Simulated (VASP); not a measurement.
Wanted: the native input for a VASP 6.6.1 run.

```yaml
Task: relaxation of cell and atoms
Functional: PBE
Potentials_or_basis: VASP PAW PBE potentials, release 64 (In_d, As)
Cutoff: 600 eV
k_mesh: 13 × 13 × 13
Occupations: fermi-dirac, width 0.1 eV
Spin: no spin polarisation
Target_pressure: 91 GPa
Dipole_correction: no
Further_INCAR_settings: ALGO = Normal; EDIFF = 1e-06; IBRION = 2; EDIFFG = -0.005; NSW = 60; ISIF = 3
```

The structure of InAs (zincblende type) lies in POSCAR:

```
InAs
1.0
    0.0000000000      2.5103397662      2.5103397662
    2.5103397662      0.0000000000      2.5103397662
    2.5103397662      2.5103397662      0.0000000000
In As
1 1
Direct
    0.0000000000      0.0000000000      0.0000000000
    0.2500000000      0.2500000000      0.2500000000
```

These files were run (other wordings do the same):

INCAR

```
  ALGO = Normal
  EDIFF = 1E-6
  EDIFFG = -0.005
  ENCUT = 600
  GGA = PE
  IBRION = 2
  ISIF = 3
  ISMEAR = -1
  LASPH = T
  LCHARG = F
  LREAL = F
  LWAVE = F
  NELM = 60
  NSW = 60
  PREC = Accurate
  PSTRESS = 910.0
  SIGMA = 0.1
```

KPOINTS

```
k-points
0
Gamma
  13 13 13
```

Potentials or basis: VASP PAW PBE potentials, release 64 (In_d, As).

Command:

```bash
$ cat potpaw_PBE.64/In_d/POTCAR potpaw_PBE.64/As/POTCAR > POTCAR
$ mpirun -np 1 vasp_std > vasp.out
```

Results of the run:

| Item | Value |
| --- | --- |
| Relaxed volume | 17.29 Å³/atom |
| Relaxed cell | a = 3.657 Å, b = 3.657 Å, c = 3.657 Å, α = 60.00°, β = 60.00°, γ = 60.00° |
| Space group after relaxing (to 0.05 Å) | F-43m (No. 216) |
| Energy change on relaxing (the enthalpy is what falls) | -1003.2 meV/atom |
| Ionic steps | 18 |
| Pressure after relaxing | 91.0 GPa |
| Band gap on the k mesh | 0.40 eV, indirect (least direct gap 1.90 eV) |

Caveat: the cell is relaxed towards a set pressure, so the enthalpy falls and the energy may rise; spin-orbit coupling is left out, which moves the levels of the heavy elements.

It took 100 s on 1 thread of Intel(R) Xeon(R) 6975P-C (Granite Rapids) (shared host), peak memory 0.19 GiB.
